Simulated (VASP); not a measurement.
GaSi16 (a cell with a defect): single point with PBE+D3(BJ)

The system is GaSi16 (a cell with a defect).

```
CELL_PARAMETERS angstrom
0.00000 5.43000 5.43000
5.43000 0.00000 5.43000
5.43000 5.43000 0.00000
ATOMIC_POSITIONS crystal
Si 0.00052 0.00259 0.99889
Si 0.12117 0.12105 0.12115
Si 0.99749 0.99739 0.50266
Si 0.12086 0.12070 0.63757
Si 0.99702 0.50334 0.99716
Si 0.11932 0.64156 0.11952
Si 0.99692 0.50331 0.50263
Si 0.12871 0.62385 0.62372
Si 0.50297 0.99718 0.99741
Si 0.63932 0.12000 0.12033
Si 0.50294 0.99707 0.50260
Si 0.62393 0.12826 0.62391
Si 0.50290 0.50325 0.99688
Si 0.62360 0.62371 0.12913
Si 0.49986 0.49941 0.50025
Si 0.62352 0.62364 0.62348
Ga 0.25072 0.25370 0.24840
```

```json
{
  "Program": "VASP 6.6.1",
  "Task": "single point",
  "Functional": "PBE",
  "Dispersion": "D3(BJ)",
  "Potentials or basis": "VASP PAW PBE potentials, release 64 (Si, Ga_d)",
  "Cutoff": "520 eV",
  "k mesh": "2 × 2 × 2",
  "Occupations": "gaussian, width 0.05 eV",
  "Spin": "collinear spin, ferromagnetic start",
  "Starting moments": "[0.0, 0.0, 0.0, 0.0, 0.0, 0.0, 0.0, 0.0, 0.0, 0.0, 0.0, 0.0, 0.0, 0.0, 0.0, 0.0, 1.0] μB"
}
```

The pressure is 3.3 GPa. The largest force is 0.029 eV/Å and the net moment is 0.00 μB per cell. The valence electrons inside the program's atomic spheres are Si 1.76, 1.70, 1.68, 1.67, 1.71; Ga 11.86. The dispersion energy per atom is -0.331 eV.

Forces in eV/Å, atoms in the order of the input:
```
Si   0.001 -0.002  0.000
Si  -0.003 -0.014  0.004
Si   0.001  0.002 -0.007
Si   0.014  0.001  0.009
Si   0.010  0.005  0.010
Si  -0.018  0.021 -0.010
Si  -0.008 -0.009  0.009
Si   0.000  0.000 -0.001
Si  -0.003  0.004  0.004
Si   0.012 -0.009  0.011
Si  -0.003  0.001  0.003
Si   0.000  0.000  0.000
Si   0.006 -0.006 -0.011
Si  -0.002 -0.001  0.001
Si   0.003 -0.002  0.005
Si   0.000  0.002  0.000
Ga  -0.012  0.005 -0.026
```

Levels at points of the mesh, in eV from the Fermi level:
Spin up:
| k point | band 34 | band 35 | band 36 | band 37 | band 38 | band 39 | band 40 | band 41 | band 42 | band 43 |
| --- | --- | --- | --- | --- | --- | --- | --- | --- | --- | --- |
| (0.00, 0.00, 0.00) | -1.76 | -1.76 | -0.72 | -0.72 | -0.72 | -0.18 | -0.17 | -0.16 | 0.00 | 0.00 |
| (0.50, 0.00, 0.00) | -1.48 | -1.48 | -1.45 | -1.45 | -1.11 | 0.13 | 0.60 | 0.62 | 0.87 | 0.87 |
| (0.00, 0.50, 0.00) | -1.48 | -1.48 | -1.45 | -1.45 | -1.11 | 0.13 | 0.61 | 0.62 | 0.87 | 0.87 |
| (0.00, 0.00, 0.50) | -1.48 | -1.48 | -1.45 | -1.45 | -1.11 | 0.13 | 0.59 | 0.61 | 0.87 | 0.87 |
| (0.50, 0.50, 0.50) | -1.48 | -1.48 | -1.45 | -1.45 | -1.11 | 0.13 | 0.59 | 0.61 | 0.87 | 0.88 |
| (0.50, 0.50, 0.00) | -2.08 | -2.07 | -1.98 | -1.92 | -0.66 | 0.27 | 1.12 | 1.23 | 1.34 | 1.35 |
| (0.00, 0.50, 0.50) | -2.08 | -2.07 | -1.98 | -1.92 | -0.65 | 0.27 | 1.12 | 1.23 | 1.34 | 1.35 |
| (0.50, 0.00, 0.50) | -2.08 | -2.08 | -1.98 | -1.91 | -0.65 | 0.27 | 1.12 | 1.23 | 1.34 | 1.35 |
Spin down:
```tsv
k point	band 35	band 36	band 37	band 38	band 39	band 40	band 41	band 42
(0.00, 0.00, 0.00)	-1.76	-0.72	-0.72	-0.72	-0.18	-0.17	-0.16	0.00
(0.50, 0.00, 0.00)	-1.48	-1.45	-1.45	-1.11	0.13	0.60	0.62	0.87
(0.00, 0.50, 0.00)	-1.48	-1.45	-1.45	-1.11	0.13	0.61	0.62	0.87
(0.00, 0.00, 0.50)	-1.48	-1.45	-1.45	-1.11	0.13	0.59	0.61	0.87
(0.50, 0.50, 0.50)	-1.48	-1.45	-1.45	-1.11	0.13	0.59	0.61	0.87
(0.50, 0.50, 0.00)	-2.07	-1.98	-1.92	-0.66	0.27	1.12	1.23	1.34
(0.00, 0.50, 0.50)	-2.07	-1.98	-1.92	-0.65	0.27	1.12	1.23	1.34
(0.50, 0.00, 0.50)	-2.08	-1.98	-1.91	-0.65	0.27	1.12	1.23	1.34
```

It took 15 min on 1 thread of AMD EPYC 7R43 64-Core Processor (Zen 3), on a shared host, peak memory 0.67 GiB.

Caveat: the k points lie up to 0.50 Å⁻¹ apart.
